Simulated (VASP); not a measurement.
## Au: single point with PBEsol

Au:

```
Au
1.0
    -1.62107    1.62107    1.62107
     1.62107   -1.62107    1.62107
     1.62107    1.62107   -1.62107
Au
1
Cartesian
  0.0000 0.0000 0.0000
```

```json
{
 "Program": "VASP 6.6.1",
 "Task": "single point",
 "Functional": "PBEsol",
 "Potentials or basis": "VASP PAW PBE potentials, release 64 (Au)",
 "Cutoff": "520 eV",
 "k mesh": "18 × 18 × 18",
 "Occupations": "gaussian, width 0.1 eV",
 "Spin": "no spin polarisation",
 "Dipole correction": "no",
 "Further INCAR settings": "ALGO = Fast; EDIFF = 1e-06; NBANDS = 12"
}
```

```json
{
 "Pressure": "-0.2 GPa"
}
```

Levels at points of the mesh, in eV from the Fermi level:
```
           k point  band 2  band 3  band 4  band 5  band 6  band 7  band 8  band 9  band 10  band 11
(0.00, 0.00, 0.00)   -4.89   -4.89   -4.89   -2.93   -2.93   16.48   16.48   16.48    24.29    24.29
(0.50, 0.00, 0.00)   -5.99   -3.08   -2.73   -1.38   -0.72    3.54   12.33   13.86    21.81    22.18
(0.50, 0.50, 0.50)   -6.86   -1.77   -1.77   -1.77    6.23    6.23    6.23    9.68    15.99    15.99
```

Wall time 34 s on 1 thread of Intel(R) Xeon(R) Platinum 8259CL CPU @ 2.50GHz (Skylake/Cascade Lake), with other jobs on the host, peak memory 0.17 GiB.

Caveat: the PAW data sets were made with another functional, which shifts forces and pressure a little; spin-orbit coupling is left out, which moves the levels of the heavy elements.
